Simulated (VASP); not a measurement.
The system is TiSiTe4.

```xyz
6
Lattice="4.8830 0.0000 0.0000 -2.4415 4.2288 0.0000 0.0000 0.0000 8.7754" Properties=species:S:1:pos:R:3 pbc="T T T"
Ti    0.0000    0.0000    1.1978
Si    0.0000    0.0000    4.1900
Te    2.4415    0.0000    2.6836
Te   -1.2208    2.1144    2.6836
Te    1.2208    2.1144    2.6836
Te    0.0000    0.0000    6.2096
```

The cell was built from a structure type or drawn by symmetry, and may not be a known phase.

* Program: VASP 6.6.1
* Task: relaxation of cell and atoms
* Functional: PBE
* Potentials or basis: VASP PAW PBE potentials, release 64 (Ti_sv, Si, Te)
* Cutoff: 600 eV
* k mesh: 6 × 6 × 2
* Occupations: gaussian, width 0.1 eV
* Spin: no spin polarisation

At the start: pressure 42.2 GPa; volume 30.20 Å³/atom.

Task: How do energy, volume and symmetry change on relaxing?

Result: Over 28 steps the energy falls by 2442.9 meV/atom and the volume is 40.37 Å³/atom (+33.7 %); space group P6mm (No. 183, to 0.1 Å) before and after.

Step by step:
```
step  energy change (eV)  largest force (eV/Å)  pressure (GPa)  volume (Å³)
   1              0.0000               10.5442           42.17       181.21
   2             -7.5308                1.0133           -4.85       469.39
   3            -12.0707                1.8292           -2.06       294.78
   4            -12.0825                1.8462           -1.85       292.17
   5            -12.0902                1.8676           -1.55       288.88
   6            -13.5740                2.0071           -2.07       277.98
   7            -13.7665                2.7664           -1.30       272.27
   8            -13.7697                2.2673           -1.48       273.29
   9            -13.9885                2.4991            0.19       254.55
  10            -14.0509                1.5795           -0.52       260.10
  11            -14.2031                1.0528           -0.45       252.84
  12            -14.2148                1.2002           -0.33       250.06
  13            -14.3397                0.6713            0.09       244.19
  14            -14.4463                1.0547            2.41       226.97
  15            -14.4700                0.7368            1.23       233.97
  16            -14.4765                0.7366            1.52       232.00
  17            -14.5756                0.7643            0.78       235.40
  18            -14.5757                0.7760            0.77       235.47
  19            -14.6057                0.3197            0.00       240.19
  20            -14.6069                0.4369           -0.19       241.45
  21            -14.6181                0.2539           -0.13       241.57
  22            -14.6232                0.4087           -0.04       241.72
  23            -14.6327                0.3281           -0.02       241.56
  24            -14.6424                0.1365            0.06       241.16
  25            -14.6499                0.1384            0.06       241.35
  26            -14.6564                0.1411            0.05       241.89
  27            -14.6569                0.1404            0.05       241.78
  28            -14.6574                0.0366           -0.04       242.20
```

Final structure:
```
Ti Si Te
1.0
     6.12139    0.00000    0.00000
    -3.06070    5.30128    0.00000
     0.00000    0.00000    7.46358
Ti Si Te
1 1 4
Direct
  0.00000 0.00000 0.16001
  0.00000 0.00000 0.48138
  0.50000 0.00000 0.26672
  0.00000 0.50000 0.26672
  0.50000 0.50000 0.26672
  0.00000 0.00000 0.79747
```

Caveat: the volume moved by over 15 % at a fixed basis, so the end points are rough.
